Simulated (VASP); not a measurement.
# Pb3F2 (R-3m) in VASP: notebook

The runs below take Pb3F2 through single point, with PBE.

Program: VASP 6.6.1. These are calculated values, not measurements. Logs are shortened: lines on timing, memory, paths and dates and some standing lists are left out, and cuts for length are marked.

## Step 1: The cell of the first run

It takes space group R-3m (No. 166, trigonal). The conventional cell has a = 3.859 Å, b = 3.859 Å, c = 26.835 Å, α = 90.00°, β = 90.00°, γ = 120.00°. Pb (site symmetry -3m) has 6 F at 2.86 Å within 3.8 Å. Within 3.6 Å of Pb (site symmetry 3m) lie 3 F at 2.71 Å and 3 Pb at 3.20 Å. Within 3.6 Å of F (site symmetry 3m) lie 6 Pb at 2.71 to 2.86 Å.

## Step 2: Single point, PBE

Input file INCAR:

```
SYSTEM = Pb3F2
PREC     = Accurate       ! precision mode
ENCUT    = 520            ! plane-wave cutoff, eV
EDIFF    = 1E-6           ! SCF threshold, eV
ISMEAR   = 0              ! smearing method
SIGMA    = 0.1            ! smearing width, eV
LREAL    = .FALSE.        ! projectors in reciprocal space
LASPH    = .TRUE.         ! aspherical terms in the spheres
NELM     = 80             ! most SCF steps
ALGO     = Normal         ! electronic algorithm
ISIF     = 2              ! what is computed and relaxed
LWAVE    = .FALSE.        ! write WAVECAR
LCHARG   = .FALSE.        ! write CHGCAR
GGA      = PE             ! functional
NBANDS   = 36             ! bands
```

Input file KPOINTS:

```
Automatic mesh
0
G
  6 6 6
  0 0 0
```

Input file POSCAR:

```
Pb3F2
1.0
    1.9296862215      1.1141048594      8.9450744807
   -1.9296862215      1.1141048594      8.9450744807
    0.0000000000     -2.2282097188      8.9450744807
Pb F
3 2
Direct
    0.0000000000      0.0000000000      0.0000000000
    0.2095000000      0.2095000000      0.2095000000
    0.7905000000      0.7905000000      0.7905000000
    0.4000000000      0.4000000000      0.4000000000
    0.6000000000      0.6000000000      0.6000000000
```

Potentials or basis: VASP PAW PBE potentials, release 64 (Pb_d, F).

Command:

```console
$ cat potpaw_PBE.64/Pb_d/POTCAR potpaw_PBE.64/F/POTCAR > POTCAR
$ mpirun -np 1 vasp_std > vasp.out
```

OUTCAR:

```text
SYSTEM = Pb3F2
   PREC = Accurate
   ENCUT = 520
   EDIFF = 1E-6
   ISMEAR = 0
   LREAL = .FALSE.
   LASPH = .TRUE.
   NELM = 80
   ISIF = 2
   GGA = PE

 ion  position               nearest neighbor table
   1  0.000  0.000  0.000-   5 2.86   4 2.86   5 2.86   5 2.86   4 2.86   4 2.86   2 4.00   3 4.00
                             2 4.00   3 4.00   2 4.00   3 4.00
   2  0.209  0.209  0.209-   5 2.71   5 2.71   5 2.71   3 3.20   3 3.20   3 3.20   1 4.00   1 4.00
                             1 4.00
   3  0.791  0.791  0.791-   4 2.71   4 2.71   4 2.71   2 3.20   2 3.20   2 3.20   1 4.00   1 4.00
                             1 4.00
   4  0.400  0.400  0.400-   3 2.71   3 2.71   3 2.71   1 2.86   1 2.86   1 2.86
   5  0.600  0.600  0.600-   2 2.71   2 2.71   2 2.71   1 2.86   1 2.86   1 2.86

  LATTYP: Found a trigonal (rhomboedric) cell.
 ALAT       =     9.2184204730
 COS(alpha) =     0.9123624232

  Lattice vectors:

 A1 = (   1.9296862215,   1.1141048594,   8.9450744807)
 A2 = (  -1.9296862215,   1.1141048594,   8.9450744807)
 A3 = (   0.0000000000,  -2.2282097188,   8.9450744807)

Analysis of symmetry for initial positions (statically):
=====================================================================
 Subroutine PRICEL returns:
 Original cell was already a primitive cell.

 Routine SETGRP: Setting up the symmetry group for a
 trigonal (rhombohedral) supercell.

 Subroutine GETGRP returns: Found 12 space group operations
 (whereof 12 operations were pure point group operations)
 out of a pool of 12 trial point group operations.

The static configuration has the point symmetry D_3d.

Analysis of symmetry for dynamics (positions and initial velocities):
=====================================================================
 Subroutine PRICEL returns:
 Original cell was already a primitive cell.

 Routine SETGRP: Setting up the symmetry group for a
 trigonal (rhombohedral) supercell.

 Subroutine GETGRP returns: Found 12 space group operations
 (whereof 12 operations were pure point group operations)
 out of a pool of 12 trial point group operations.

The dynamic configuration has the point symmetry D_3d.

 Subroutine INISYM returns: Found 12 space group operations
 (whereof 12 operations are pure point group operations),
 and found     1 'primitive' translations

----------------------------------------------------------------------------------------

                                     Primitive cell

  volume of cell :     115.3846

  direct lattice vectors                    reciprocal lattice vectors
     1.929686221  1.114104859  8.945074481     0.259109483  0.149596930  0.037264456
    -1.929686221  1.114104859  8.945074481    -0.259109483  0.149596930  0.037264456
     0.000000000 -2.228209719  8.945074481     0.000000000 -0.299193860  0.037264456

  length of vectors
     9.218420473  9.218420473  9.218420473     0.301505565  0.301505565  0.301505565

  position of ions in fractional coordinates (direct lattice)
     0.000000000  0.000000000  0.000000000
     0.209500000  0.209500000  0.209500000
     0.790500000  0.790500000  0.790500000
     0.400000000  0.400000000  0.400000000
     0.600000000  0.600000000  0.600000000

  ion indices of the primitive-cell ions
   primitive index   ion index
                 1           1
                 2           2
                 3           3
                 4           4
                 5           5

----------------------------------------------------------------------------------------

 KPOINTS: Automatic mesh

Automatic generation of k-mesh.
 Grid dimensions read from file:
 generate k-points for:    6    6    6

 Generating k-lattice:

  Cartesian coordinates                     Fractional coordinates (reciprocal lattice)
     0.043184914  0.024932822  0.006210743     0.166666667  0.000000000 -0.000000000
    -0.043184914  0.024932822  0.006210743     0.000000000  0.166666667 -0.000000000
     0.000000000 -0.049865643  0.006210743    -0.000000000 -0.000000000  0.166666667

  Length of vectors
     0.050250927  0.050250927  0.050250927

  Shift w.r.t. Gamma in fractional coordinates (k-lattice)
     0.000000000  0.000000000  0.000000000

 Subroutine IBZKPT returns following result:
 ===========================================

 Found     32 irreducible k-points:

 Following reciprocal coordinates:
            Coordinates               Weight
  0.000000  0.000000  0.000000      1.000000
  0.166667 -0.000000  0.000000      6.000000
  0.333333 -0.000000  0.000000      6.000000
  0.500000  0.000000  0.000000      3.000000
  0.166667  0.166667  0.000000      6.000000
  0.333333  0.166667  0.000000     12.000000
[... 16 lines left out ...]
  0.500000  0.500000  0.166667      6.000000
 -0.333333  0.500000  0.166667     12.000000
 [... further k-points ...]
   k-points           NKPTS =     32   k-points in BZ     NKDIM =     32   number of bands    NBANDS=     36
   number of dos      NEDOS =    301   number of ions     NIONS =      5
   total plane-waves  NPLWV = 343000
   dimension x,y,z NGX =    70 NGY =   70 NGZ =   70
   dimension x,y,z NGXF=   140 NGYF=  140 NGZF=  140
   ions per type =               3   2
   NGX,Y,Z   is equivalent  to a cutoff of  12.62, 12.62, 12.62 a.u.
   NGXF,Y,Z  is equivalent  to a cutoff of  25.25, 25.25, 25.25 a.u.
 SYSTEM =  Pb3F2
   PREC   = accura    normal or accurate (medium, high low for compatibility)
   ISTART =      0    job   : 0-new  1-cont  2-samecut
   ICHARG =      2    charge: 1-file 2-atom 10-const
   ISPIN  =      1    spin polarized calculation?
   LNONCOLLINEAR =      F non collinear calculations
   LSORBIT =      F    spin-orbit coupling
   LASPH  =      T    aspherical Exc in radial PAW
   ENCUT  =  520.0 eV  38.22 Ry    6.18 a.u.  17.14 17.14 17.14*2*pi/ulx,y,z
   NELM   =     80;   NELMIN=  2; NELMDL= -5     # of ELM steps
   EDIFF  = 0.1E-05   stopping-criterion for ELM
   LREAL  =      F    real-space projection
   EDIFFG = 0.1E-04   stopping-criterion for IOM
   NSW    =      0    number of steps for IOM
   IBRION =     -1    ionic relax: 0-MD 1-quasi-New 2-CG
   NFREE  =      0    steps in history (QN), initial steepest desc. (CG)
   ISIF   =      2    stress and relaxation
   ISYM   =      2    0-nonsym 1-usesym 2-fastsym
   POTIM  = 0.5000    time-step for ionic-motion
   TEBEG  =    0.0;   TEEND  =   0.0 temperature during run
   PSTRESS=    0.0 pullay stress
   NELECT =      56.0000    total number of electrons
   NUPDOWN=      -1.0000    fix difference up-down
   EMIN   =  10.00;   EMAX   =-10.00  energy-range for DOS
   EFERMI =   0.00;   METHOD = LEGACY
   ISMEAR =     0;   SIGMA  =   0.10  broadening in eV -4-tet -1-fermi 0-gaus
   EFERMI_NEDOS =   21; number of points for ismear=-14 and -15
   IALGO  =     38    algorithm
   IMIX   =      4    mixing-type and parameters
     AMIX     =   0.40;   BMIX     =  1.00
     AMIX_MAG =   1.60;   BMIX_MAG =  1.00
  volume/ion in A,a.u.               =      23.08       155.73
  Fermi-wavevector in a.u.,A,eV,Ry     =   1.286535  2.431198 22.519977  1.655172
  Thomas-Fermi vector in A             =   2.418603
   LORBIT       =      0    0 simple, 1 ext, 2 COOP (PROOUT), +10 PAW based schemes
   GGA     = PE    functional components
   LHFCALC =     F    Hartree Fock is set to
   AEXX    =    0.0000 exact exchange contribution
   IVDW    =     0    specifies the selected vdW correction
   LEPSILON=     F    determine dielectric tensor
   LRPA    =     F    only Hartree local field effects (RPA)
 non-spin polarized calculation
 Gauss-broadening in eV      SIGMA  =   0.10
  energy-cutoff  :      520.00
  volume of cell :      115.38
 maximum number of plane-waves:      3139
 NGX is ok and might be reduce to    70
   NGX = 35   NGY = 35   NGZ = 35

 number of electron      56.0000015 magnetization

 Free energy of the ion-electron system (eV)
  ---------------------------------------------------
  ext. energy  EPLUGINS =         0.00000000
  ---------------------------------------------------
  free energy    TOTEN  =       -19.17323481 eV

  energy without entropy =      -19.15866315  energy(sigma->0) =      -19.16594898

 E-fermi :   5.8880     XC(G=0):  -9.8512

 val. band max:        5.8873123517   @ k =  -0.3333   0.3333   0.3333
 cond. band min:       5.9907667840   @ k =  -0.3333   0.3333   0.1667
 fundamental gap:      0.1034544323
 Fermi energy:         5.8880352550

 k-point     1 :       0.0000    0.0000    0.0000
  band No.  band energies     occupation
      1     -17.4489      2.00000
      2     -17.4219      2.00000
      3     -11.8478      2.00000
      4     -11.8099      2.00000
      5     -11.8099      2.00000
      6     -11.7584      2.00000
[... 28 lines left out ...]
     35      11.6975      0.00000
     36      13.6173      0.00000

 k-point     2 :       0.1667   -0.0000    0.0000
  band No.  band energies     occupation
      1     -17.4354      2.00000
      2     -17.4164      2.00000
      3     -11.8379      2.00000
      4     -11.8080      2.00000
      5     -11.7870      2.00000
      6     -11.7620      2.00000
[... 28 lines left out ...]
     35      11.8356      0.00000
     36      12.6145      0.00000

 k-point     3 :       0.3333   -0.0000    0.0000
  band No.  band energies     occupation
      1     -17.4107      2.00000
      2     -17.4038      2.00000
      3     -11.8428      2.00000
      4     -11.7902      2.00000
      5     -11.7719      2.00000
      6     -11.7597      2.00000
[... 28 lines left out ...]
     35      11.1994      0.00000
     36      11.4389      0.00000

 k-point     4 :       0.5000    0.0000    0.0000
  band No.  band energies     occupation
      1     -17.4027      2.00000
      2     -17.3931      2.00000
      3     -11.8494      2.00000
      4     -11.7876      2.00000
      5     -11.7747      2.00000
      6     -11.7484      2.00000
[... 28 lines left out ...]
     35      10.9793      0.00000
     36      11.7047      0.00000

 k-point     5 :       0.1667    0.1667    0.0000
  band No.  band energies     occupation
      1     -17.4354      2.00000
      2     -17.4164      2.00000
      3     -11.8379      2.00000
      4     -11.8080      2.00000
      5     -11.7870      2.00000
      6     -11.7620      2.00000
[... 655 lines left out ...]
 k-point    22 :      -0.1667    0.3333    0.1667
  band No.  band energies     occupation
      1     -17.4004      2.00000
      2     -17.3956      2.00000
      3     -11.8239      2.00000
      4     -11.7893      2.00000
      5     -11.7771      2.00000
      6     -11.7571      2.00000
[... 28 lines left out ...]
     35      10.3627      0.00000
     36      12.9899      0.00000

 k-point    23 :       0.5000    0.5000    0.1667
  band No.  band energies     occupation
      1     -17.4111      2.00000
      2     -17.4034      2.00000
      3     -11.8428      2.00000
      4     -11.7902      2.00000
      5     -11.7717      2.00000
      6     -11.7597      2.00000
[... 28 lines left out ...]
     35      11.1907      0.00000
     36      11.6489      0.00000

 k-point    24 :      -0.3333    0.5000    0.1667
  band No.  band energies     occupation
      1     -17.4005      2.00000
      2     -17.3955      2.00000
      3     -11.8239      2.00000
      4     -11.7895      2.00000
      5     -11.7771      2.00000
      6     -11.7572      2.00000
[... 28 lines left out ...]
     35      10.7168      0.00000
     36      13.0098      0.00000

 [... further k-points ...]
[... 5 lines left out ...]
  --------------------------------------------------------------------------------------
  -------------------------------------------------------------------------------------
  Total        0.7001284      0.7001284      2.3079068      0.0000000      0.0000000      0.0000000
  in kB        9.7216577      9.7216577     32.0465195      0.0000000      0.0000000      0.0000000
  external PRESSURE =      17.1632783 kB  Pullay stress =       0.0000000 kB

 VOLUME and BASIS-vectors are now :
 -----------------------------------------------------------------------------
  energy-cutoff  :      520.00
  volume of cell :      115.38
      direct lattice vectors                 reciprocal lattice vectors
     1.929686221  1.114104859  8.945074481     0.259109483  0.149596930  0.037264456
    -1.929686221  1.114104859  8.945074481    -0.259109483  0.149596930  0.037264456
     0.000000000 -2.228209719  8.945074481     0.000000000 -0.299193860  0.037264456

 POSITION                                       TOTAL-FORCE (eV/Angst)
 -----------------------------------------------------------------------------------
      0.00000      0.00000      0.00000        -0.000000     -0.000000     -0.000000
      0.00000      0.00000      5.62198         0.000000     -0.000000      0.803671
      0.00000      0.00000     21.21324         0.000000     -0.000000     -0.803671
      0.00000      0.00000     10.73409         0.000000      0.000000     -0.796783
      0.00000      0.00000     16.10113         0.000000      0.000000      0.796783
 -----------------------------------------------------------------------------------
    total drift:                                0.000000      0.000000      0.000000

  FREE ENERGIE OF THE ION-ELECTRON SYSTEM (eV)
  ---------------------------------------------------
  free  energy   TOTEN  =       -19.1732348108 eV

  energy  without entropy=      -19.1586631516  energy(sigma->0) =      -19.16594898
```

It took 7.9 min on 1 thread of Intel Xeon 6975P-C (Granite Rapids), shared host; peak memory 0.69 GiB.

Results:

| Property | Result |
| --- | --- |
| Free energy | -19.1732 eV |
| Pressure | 1.7 GPa |
| Largest force | 0.804 eV/Å |
| Band gap on the k mesh | zero (band 28 reaches 9.13 eV, above the bottom of band 29 at 5.40 eV) |

Forces on the atoms (eV/Å):
```
Pb   0.000  0.000  0.000
Pb   0.000  0.000  0.804
Pb   0.000  0.000 -0.804
F    0.000  0.000 -0.797
F    0.000  0.000  0.797
```

Caveat: spin-orbit coupling is left out, which moves the levels of the heavy elements.

## Step 3: Single point, PBE

This run uses another cell than the first one, of 27.85 Å³/atom, 1.207 times its volume.

Input file INCAR:

```
PREC = Accurate ; ENCUT = 520
EDIFF = 1E-7 ; ISMEAR = 0
SIGMA = 0.1 ; LREAL = F
LASPH = T ; NELM = 100
ALGO = Normal ; ISIF = 2
LWAVE = F ; LCHARG = T
GGA = PE ; LELF = T
LVHAR = T ; NBANDS = 36
```

Input file KPOINTS:

```
regular mesh
0
Gamma
  6 6 6
```

Input file POSCAR:

```
Pb3F2
1.0
    1.9139880009      1.1050414875     10.9715159793
   -1.9139880009      1.1050414875     10.9715159793
    0.0000000000     -2.2100829751     10.9715159793
Pb F
3 2
Direct
    0.0000000000      0.0000000000      0.0000000000
    0.2049282167      0.2049282167      0.2049282167
    0.7950717833      0.7950717833      0.7950717833
    0.3674545178      0.3674545178      0.3674545178
    0.6325454822      0.6325454822      0.6325454822
```

Potentials or basis: VASP PAW PBE potentials, release 64 (Pb_d, F).

Command:

```console
$ cat potpaw_PBE.64/Pb_d/POTCAR potpaw_PBE.64/F/POTCAR > POTCAR
$ mpirun -np 1 vasp_std > vasp.out
```

It took 18 min on 1 thread of Intel Xeon 6975P-C (Granite Rapids), shared host; peak memory 1.1 GiB.

Results (log left out):

- Free energy: -20.4896 eV
- Pressure: -0.1 GPa
- Largest force: 0.008 eV/Å
- Band gap on the k mesh: zero (band 28 reaches 5.38 eV, above the bottom of band 29 at 3.14 eV)

Forces in eV/Å, atoms in the order of the input:
```
Pb   0.000  0.000  0.000
Pb   0.000  0.000 -0.008
Pb   0.000  0.000  0.008
F    0.000  0.000  0.001
F    0.000  0.000 -0.001
```

Stress tensor (GPa, compression positive):
```
-0.14  0.00  0.00
 0.00 -0.14  0.00
 0.00  0.00  0.08
```

Levels at points of the mesh, in eV from the Fermi level:
| k point | band 25 | band 26 | band 27 | band 28 | band 29 | band 30 | band 31 | band 32 |
| --- | --- | --- | --- | --- | --- | --- | --- | --- |
| (0.00, 0.00, 0.00) | -5.12 | -4.56 | -1.27 | 0.16 | 3.77 | 4.05 | 4.05 | 4.80 |
| (0.50, 0.00, 0.00) | -5.11 | -3.29 | -2.68 | -1.60 | 1.13 | 1.44 | 1.63 | 2.68 |
| (0.50, 0.50, 0.00) | -5.10 | -3.28 | -2.66 | -1.67 | 1.26 | 1.42 | 1.63 | 2.75 |
| (0.50, 0.50, 0.50) | -5.22 | -4.42 | -1.62 | 0.95 | 2.80 | 4.03 | 4.03 | 4.87 |

Caveat: spin-orbit coupling is left out, which moves the levels of the heavy elements.
